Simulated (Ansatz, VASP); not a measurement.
**One calculation of C, two programs**

```xyz
8
Lattice="4.1282 0.0000 0.0000 0.0000 4.1282 0.0000 0.0000 0.0000 2.7881" Properties=species:S:1:pos:R:3 pbc="T T T"
C     1.2955    3.8442    1.3941
C     2.8327    3.8442    0.0000
C     2.8327    0.2840    1.3941
C     3.8442    2.8327    0.0000
C     3.8442    1.2955    1.3941
C     1.2955    0.2840    0.0000
C     0.2840    1.2955    0.0000
C     0.2840    2.8327    1.3941
```

Alike in both runs: task single point; functional PBE; k mesh 4 × 4 × 6; occupations gaussian, width 0.1 eV; no spin polarisation.

```csv
,VASP,Ansatz
version,VASP 6.6.1,Ansatz 0.2.0
potentials or method,"VASP PAW PBE potentials, release 64 (C), cutoff 520 eV","scalar-relativistic, plane waves, PAW"
valence electrons in the cell,32,32
```

|  | VASP | Ansatz | Ansatz less VASP |
| --- | --- | --- | --- |
| gap on the k mesh at the Fermi level (eV) | none | none | - |
| rms of the force components (eV/Å) | 0.793 | 0.794 | +0.0009 |

Atom by atom the forces differ by 0.012 eV/Å (rms over components). A gap of «none» marks a metal or a gap that the smearing closes.

The k mesh is coarse, so the values compare programs but aren't converged.
